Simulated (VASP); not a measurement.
Here is a VASP 6.6.1 calculation.

INCAR

```
PREC = Accurate
ENCUT = 520
EDIFF = 1E-7
ISMEAR = 0
SIGMA = 0.15
LREAL = F
LASPH = T
NELM = 60
ALGO = Normal
ISIF = 2
LWAVE = F
LCHARG = T
GGA = PE
LELF = T
LVHAR = T
NBANDS = 16
```

Contents of KPOINTS:

```
Automatic mesh
0
Gamma
  16 16 16
```

File POSCAR:

```
InAs
1.0
    0.0000000000      3.0005782682      3.1861810476
    3.0005782682      0.0000000000      3.1861810476
    3.0005782682      3.0005782682      0.0000000000
In As
1 1
Direct
    0.0000000000      0.0000000000      0.0000000000
    0.7500000000      0.7500000000      0.7500000000
```

Potentials or basis: VASP PAW PBE potentials, release 64 (In_d, As).

Run with:

```bash
$ cat potpaw_PBE.64/In_d/POTCAR potpaw_PBE.64/As/POTCAR > POTCAR
$ mpirun -np 1 vasp_std > vasp.out
```

(1) Estimate the pressure.

(2) Predict the band gap on the k mesh.

Results:

(1) 1.6 GPa.

(2) zero (filled and empty bands touch).

Caveat: the cell differs from its parent crystal (strain -0.030 along x and y, +0.030 along z); semilocal functionals underestimate gaps, so a narrow gap can read as zero; spin-orbit coupling is left out, which moves the levels of the heavy elements.
